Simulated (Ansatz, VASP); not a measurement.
**CdSe: VASP and Ansatz over several settings**

```
Cd Se
1.0
     0.00000    3.13049    3.13049
     3.13049    0.00000    3.13049
     3.13049    3.13049    0.00000
Cd Se
1 1
Direct
  0.00000 0.00000 0.00000
  0.25000 0.25000 0.25000
```

Single points on this cell with VASP 6.6.1 and Ansatz 0.2.0. Each row is one pair of runs. Alike in all rows: smearing: fermi-dirac, width 0.05 eV; VASP's potentials, cutoff: VASP PAW PBE potentials, release 64 (Cd, Se), 520 eV.

| level | spin | k mesh | Ansatz's potentials, cutoff | pressure (GPa), VASP | pressure (GPa), Ansatz |
| --- | --- | --- | --- | --- | --- |
| BHLYP | off | 4 × 4 × 4 | Ansatz PAW, 420 eV | -1.6 | -1.5 |
| r2SCANh | off | 4 × 4 × 4 | Ansatz PAW, 500 eV | -2.8 | -2.9 |
| PBE | non-collinear, zero start, SOC | 8 × 8 × 8 | Ansatz PAW, 420 eV | -1.1 | -1.3 |

Pressure (GPa): the two programs differ by at most 0.24.

VASP's potentials hold 18 valence electrons a cell and Ansatz's 36, so a difference there can come from the potentials and not from the codes.

The k mesh is coarse in some rows, so the values compare programs but aren't converged.
